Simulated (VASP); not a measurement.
# Re (Pm-3m) in VASP: further runs

The runs below take Re through relaxation of cell and atoms, with LDA.

Program: VASP 6.6.1. These are calculated values, not measurements. Logs are shortened: lines on timing, memory, paths and dates and some standing lists are left out, and cuts for length are marked.

## Step 1: The cell of the first run

Symmetry: Pm-3m, No. 221, cubic system. The conventional cell has a = 2.530 Å, b = 2.530 Å, c = 2.530 Å, α = 90.00°, β = 90.00°, γ = 90.00°. Within 3.3 Å of Re (site symmetry m-3m) lie 6 Re at 2.53 Å.

## Step 2: Relaxation of cell and atoms, LDA

Input file INCAR:

```
SYSTEM = Re
PREC     = Accurate       ! precision mode
ENCUT    = 600            ! plane-wave cutoff, eV
EDIFF    = 1E-6           ! SCF threshold, eV
ISMEAR   = 1              ! smearing method
SIGMA    = 0.1            ! smearing width, eV
LREAL    = .FALSE.        ! projectors in reciprocal space
LASPH    = .TRUE.         ! aspherical terms in the spheres
NELM     = 60             ! most SCF steps
ALGO     = Normal         ! electronic algorithm
ISIF     = 3              ! what is computed and relaxed
LWAVE    = .FALSE.        ! write WAVECAR
LCHARG   = .FALSE.        ! write CHGCAR
IBRION   = 2              ! ionic algorithm
NSW      = 80             ! ionic steps
EDIFFG   = -0.02          ! ionic threshold
```

Input file KPOINTS:

```
regular mesh
0
G
  10 10 10
  0 0 0
```

Input file POSCAR:

```
Re
1.0
    2.5300000000      0.0000000000      0.0000000000
    0.0000000000      2.5300000000      0.0000000000
    0.0000000000      0.0000000000      2.5300000000
Re
1
Direct
    0.0000000000      0.0000000000      0.0000000000
```

Potentials or basis: VASP PAW LDA potentials, release 64 (Re).

Launch:

```console
cat potpaw_LDA.64/Re/POTCAR > POTCAR
mpirun -np 1 vasp_std > vasp.out
```

OUTCAR:

```text
SYSTEM = Re
   PREC = Accurate
   ENCUT = 600
   EDIFF = 1E-6
   ISMEAR = 1
   LREAL = .FALSE.
   LASPH = .TRUE.
   NELM = 60
   ISIF = 3
   IBRION = 2
   NSW = 80
   EDIFFG = -0.02

 ion  position               nearest neighbor table
   1  0.000  0.000  0.000-

  LATTYP: Found a simple cubic cell.
 ALAT       =     2.5300000000

  Lattice vectors:

 A1 = (   2.5300000000,   0.0000000000,   0.0000000000)
 A2 = (   0.0000000000,   2.5300000000,   0.0000000000)
 A3 = (   0.0000000000,   0.0000000000,   2.5300000000)

Analysis of symmetry for initial positions (statically):
=====================================================================
 Subroutine PRICEL returns:
 Original cell was already a primitive cell.

 Routine SETGRP: Setting up the symmetry group for a
 simple cubic supercell.

 Subroutine GETGRP returns: Found 48 space group operations
 (whereof 48 operations were pure point group operations)
 out of a pool of 48 trial point group operations.

The static configuration has the point symmetry O_h .

Analysis of symmetry for dynamics (positions and initial velocities):
=====================================================================
 Subroutine PRICEL returns:
 Original cell was already a primitive cell.

 Routine SETGRP: Setting up the symmetry group for a
 simple cubic supercell.

 Subroutine GETGRP returns: Found 48 space group operations
 (whereof 48 operations were pure point group operations)
 out of a pool of 48 trial point group operations.

The dynamic configuration has the point symmetry O_h .

 Subroutine INISYM returns: Found 48 space group operations
 (whereof 48 operations are pure point group operations),
 and found     1 'primitive' translations

----------------------------------------------------------------------------------------

                                     Primitive cell

  volume of cell :      16.1943

  direct lattice vectors                    reciprocal lattice vectors
     2.530000000  0.000000000  0.000000000     0.395256917  0.000000000  0.000000000
     0.000000000  2.530000000  0.000000000     0.000000000  0.395256917  0.000000000
     0.000000000  0.000000000  2.530000000     0.000000000  0.000000000  0.395256917

  length of vectors
     2.530000000  2.530000000  2.530000000     0.395256917  0.395256917  0.395256917

  position of ions in fractional coordinates (direct lattice)
     0.000000000  0.000000000  0.000000000

  ion indices of the primitive-cell ions
   primitive index   ion index
                 1           1

----------------------------------------------------------------------------------------

 KPOINTS: regular mesh

Automatic generation of k-mesh.
 Grid dimensions read from file:
 generate k-points for:   10   10   10

 Generating k-lattice:

  Cartesian coordinates                     Fractional coordinates (reciprocal lattice)
     0.039525692  0.000000000  0.000000000     0.100000000  0.000000000  0.000000000
     0.000000000  0.039525692  0.000000000     0.000000000  0.100000000  0.000000000
     0.000000000  0.000000000  0.039525692     0.000000000  0.000000000  0.100000000

  Length of vectors
     0.039525692  0.039525692  0.039525692

  Shift w.r.t. Gamma in fractional coordinates (k-lattice)
     0.000000000  0.000000000  0.000000000

 Subroutine IBZKPT returns following result:
 ===========================================

 Found     56 irreducible k-points:

 Following reciprocal coordinates:
            Coordinates               Weight
  0.000000  0.000000  0.000000      1.000000
  0.100000  0.000000  0.000000      6.000000
  0.200000  0.000000  0.000000      6.000000
  0.300000  0.000000  0.000000      6.000000
  0.400000  0.000000  0.000000      6.000000
  0.500000  0.000000  0.000000      3.000000
[... 16 lines left out ...]
  0.200000  0.100000  0.100000     24.000000
  0.300000  0.100000  0.100000     24.000000
 [... further k-points ...]
   k-points           NKPTS =     56   k-points in BZ     NKDIM =     56   number of bands    NBANDS=      7
   number of dos      NEDOS =    301   number of ions     NIONS =      1
   total plane-waves  NPLWV =   8000
   dimension x,y,z NGX =    20 NGY =   20 NGZ =   20
   dimension x,y,z NGXF=    40 NGYF=   40 NGZF=   40
   ions per type =               1
   NGX,Y,Z   is equivalent  to a cutoff of  13.14, 13.14, 13.14 a.u.
   NGXF,Y,Z  is equivalent  to a cutoff of  26.28, 26.28, 26.28 a.u.
 SYSTEM =  Re
   PREC   = accura    normal or accurate (medium, high low for compatibility)
   ISTART =      0    job   : 0-new  1-cont  2-samecut
   ICHARG =      2    charge: 1-file 2-atom 10-const
   ISPIN  =      1    spin polarized calculation?
   LNONCOLLINEAR =      F non collinear calculations
   LSORBIT =      F    spin-orbit coupling
   LASPH  =      T    aspherical Exc in radial PAW
   ENCUT  =  600.0 eV  44.10 Ry    6.64 a.u.   5.05  5.05  5.05*2*pi/ulx,y,z
   NELM   =     60;   NELMIN=  2; NELMDL= -5     # of ELM steps
   EDIFF  = 0.1E-05   stopping-criterion for ELM
   LREAL  =      F    real-space projection
   EDIFFG = -.2E-01   stopping-criterion for IOM
   NSW    =     80    number of steps for IOM
   IBRION =      2    ionic relax: 0-MD 1-quasi-New 2-CG
   NFREE  =      1    steps in history (QN), initial steepest desc. (CG)
   ISIF   =      3    stress and relaxation
   ISYM   =      2    0-nonsym 1-usesym 2-fastsym
   POTIM  = 0.5000    time-step for ionic-motion
   TEBEG  =    0.0;   TEEND  =   0.0 temperature during run
   PSTRESS=    0.0 pullay stress
   NELECT =       7.0000    total number of electrons
   NUPDOWN=      -1.0000    fix difference up-down
   EMIN   =  10.00;   EMAX   =-10.00  energy-range for DOS
   EFERMI =   0.00;   METHOD = LEGACY
   ISMEAR =     1;   SIGMA  =   0.10  broadening in eV -4-tet -1-fermi 0-gaus
   EFERMI_NEDOS =   21; number of points for ismear=-14 and -15
   IALGO  =     38    algorithm
   IMIX   =      4    mixing-type and parameters
     AMIX     =   0.40;   BMIX     =  1.00
     AMIX_MAG =   1.60;   BMIX_MAG =  1.00
  volume/ion in A,a.u.               =      16.19       109.28
  Fermi-wavevector in a.u.,A,eV,Ry     =   1.237809  2.339120 20.846456  1.532171
  Thomas-Fermi vector in A             =   2.372361
   LORBIT       =      0    0 simple, 1 ext, 2 COOP (PROOUT), +10 PAW based schemes
   GGA     = CA    functional components
   LHFCALC =     F    Hartree Fock is set to
   AEXX    =    0.0000 exact exchange contribution
   IVDW    =     0    specifies the selected vdW correction
   LEPSILON=     F    determine dielectric tensor
   LRPA    =     F    only Hartree local field effects (RPA)
 conjugate gradient relaxation of ions
 non-spin polarized calculation
 Methfessel and Paxton  Order N= 1 SIGMA  =   0.10
  energy-cutoff  :      600.00
  volume of cell :       16.19
 maximum number of plane-waves:       554
   NGX = 11   NGY = 11   NGZ = 11

--------------------------------------- Ionic step        1  -------------------------------------------

 number of electron       6.9999998 magnetization

 Free energy of the ion-electron system (eV)
  ---------------------------------------------------
  ext. energy  EPLUGINS =         0.00000000
  ---------------------------------------------------
  free energy    TOTEN  =       -12.37718962 eV

  energy without entropy =      -12.37804231  energy(sigma->0) =      -12.37747385

------------------------ aborting loop because EDIFF is reached ----------------------------------------

  FORCE on cell =-STRESS in cart. coord.  units (eV):
  Direction    XX          YY          ZZ          XY          YZ          ZX
  --------------------------------------------------------------------------------------
  -------------------------------------------------------------------------------------
  Total        0.2615392      0.2615392      0.2615392      0.0000000      0.0000000     -0.0000000
  in kB       25.8753287     25.8753287     25.8753287      0.0000000      0.0000000     -0.0000000
  external PRESSURE =      25.8753287 kB  Pullay stress =       0.0000000 kB
[... 55 lines left out ...]
  energy  without entropy=      -12.3667894385  energy(sigma->0) =      -12.36605406

--------------------------------------- Ionic step        3  -------------------------------------------

 number of electron       6.9999998 magnetization

 Free energy of the ion-electron system (eV)
  ---------------------------------------------------
  ext. energy  EPLUGINS =         0.00000000
  ---------------------------------------------------
  free energy    TOTEN  =       -12.37829897 eV

  energy without entropy =      -12.37922202  energy(sigma->0) =      -12.37860666

 E-fermi :   7.0018     XC(G=0): -13.1346

 val. band max:        6.9462500630   @ k =   0.5000   0.0000   0.0000
 cond. band min:       7.0145590152   @ k =   0.5000   0.1000   0.0000
 fundamental gap:      0.0683089522
 Fermi energy:         7.0018059668

 k-point     1 :       0.0000    0.0000    0.0000
  band No.  band energies     occupation
      1      -2.3230      2.00000
      2       1.4487      2.00000
      3       1.4487      2.00000
      4      10.8283      0.00000
      5      10.8283      0.00000
      6      10.8283      0.00000
      7      22.8597      0.00000
[... 221 lines left out ...]
 k-point    24 :       0.3000    0.1000    0.1000
  band No.  band energies     occupation
      1       0.5780      2.00000
      2       2.6722      2.00000
      3       4.4869      2.00000
      4       7.4563     -0.00000
      5       7.9971     -0.00000
      6      10.1476      0.00000
      7      17.5560      0.00000

 [... further k-points ...]
[... 5 lines left out ...]
  --------------------------------------------------------------------------------------
  -------------------------------------------------------------------------------------
  Total       -0.0038878     -0.0038878     -0.0038878      0.0000000      0.0000000     -0.0000000
  in kB       -0.3813351     -0.3813351     -0.3813351      0.0000000      0.0000000     -0.0000000
  external PRESSURE =      -0.3813351 kB  Pullay stress =       0.0000000 kB
[... 16 lines left out ...]
  FREE ENERGIE OF THE ION-ELECTRON SYSTEM (eV)
  ---------------------------------------------------
  free  energy   TOTEN  =       -12.3782989740 eV

  energy  without entropy=      -12.3792220197  energy(sigma->0) =      -12.37860666

 reached required accuracy - stopping structural energy minimisation
```

Wall time 11 s (1 thread of Intel Xeon Platinum 8259CL at 2.50GHz (Skylake/Cascade Lake), shared host); peak memory 0.13 GiB.

What came out:

```yaml
Free_energy: -12.3783 eV
Relaxed_volume: 16.33 Å³/atom
Relaxed_cell: a = 2.537 Å, b = 2.537 Å, c = 2.537 Å, α = 90.00°, β = 90.00°, γ = 90.00°
Space_group_after_relaxing_to_0.05_Å: Pm-3m (No. 221)
Energy_gained_by_relaxing: 1.1 meV/atom
Ionic_steps: 3
Pressure_after_relaxing: 0.0 GPa
```

Step by step:
| step | energy change (eV) | largest force (eV/Å) | pressure (GPa) | volume (Å³) |
| --- | --- | --- | --- | --- |
| 1 | 0.0000 | 0.0000 | 2.59 | 16.19 |
| 2 | 0.0115 | 0.0000 | -8.17 | 16.82 |
| 3 | -0.0011 | 0.0000 | -0.04 | 16.33 |

Final structure:
```
CELL_PARAMETERS angstrom
2.53728 0.00000 0.00000
0.00000 2.53728 0.00000
0.00000 0.00000 2.53728
ATOMIC_POSITIONS crystal
Re 0.00000 0.00000 0.00000
```

Caveat: spin-orbit coupling is left out, which moves the levels of the heavy elements.

## Step 3: Relaxation of cell and atoms, LDA

This run uses another cell than the first one, of 16.30 Å³/atom, 1.007 times its volume.

Input file INCAR:

```
  PREC = Accurate
  ENCUT = 600
  EDIFF = 1E-6
  ISMEAR = 1
  SIGMA = 0.1
  LREAL = F
  LASPH = T
  NELM = 60
  ALGO = Normal
  ISIF = 3
  LWAVE = F
  LCHARG = F
  GGA = CA
  IBRION = 2
  NSW = 80
  EDIFFG = -0.02
```

Input file KPOINTS:

```
Automatic mesh
0
Gamma
  10 10 10
```

Input file POSCAR:

```
Re
1.0
    2.5355119118      0.0000000000      0.0000000000
    0.0000000000      2.5355119118      0.0000000000
    0.0000000000      0.0000000000      2.5355119118
Re
1
Direct
    0.0000000000      0.0000000000      0.0000000000
```

Potentials or basis: VASP PAW LDA potentials, release 64 (Re).

Launch:

```console
cat potpaw_LDA.64/Re/POTCAR > POTCAR
mpirun -np 1 vasp_std > vasp.out
```

Run time: 10 s. Hardware: 1 thread of Intel Xeon Platinum 8259CL at 2.50GHz (Skylake/Cascade Lake), shared host; peak memory 0.12 GiB.

The run converged. Its results:

```yaml
Free_energy: -12.3783 eV
Relaxed_volume: 16.33 Å³/atom
Relaxed_cell: a = 2.537 Å, b = 2.537 Å, c = 2.537 Å, α = 90.00°, β = 90.00°, γ = 90.00°
Space_group_after_relaxing_to_0.05_Å: Pm-3m (No. 221)
Energy_gained_by_relaxing: 0.1 meV/atom
Ionic_steps: 3
Pressure_after_relaxing: 0.0 GPa
```

Final structure:
```
CELL_PARAMETERS angstrom
2.53720 0.00000 0.00000
0.00000 2.53720 0.00000
0.00000 0.00000 2.53720
ATOMIC_POSITIONS crystal
Re 0.00000 0.00000 0.00000
```

Levels at points of the mesh, in eV from the Fermi level:
```tsv
k point	band 1	band 2	band 3	band 4	band 5	band 6	band 7
(0.00, 0.00, 0.00)	-9.33	-5.55	-5.55	3.83	3.83	3.83	15.86
(0.50, 0.00, 0.00)	-5.87	-4.58	-0.84	-0.06	-0.06	4.24	8.98
(0.50, 0.50, 0.00)	-6.64	-3.91	0.72	0.72	5.07	5.07	6.67
(0.50, 0.50, 0.50)	-4.98	-4.98	-4.98	6.96	6.96	8.03	12.30
```

Caveat: spin-orbit coupling is left out, which moves the levels of the heavy elements.
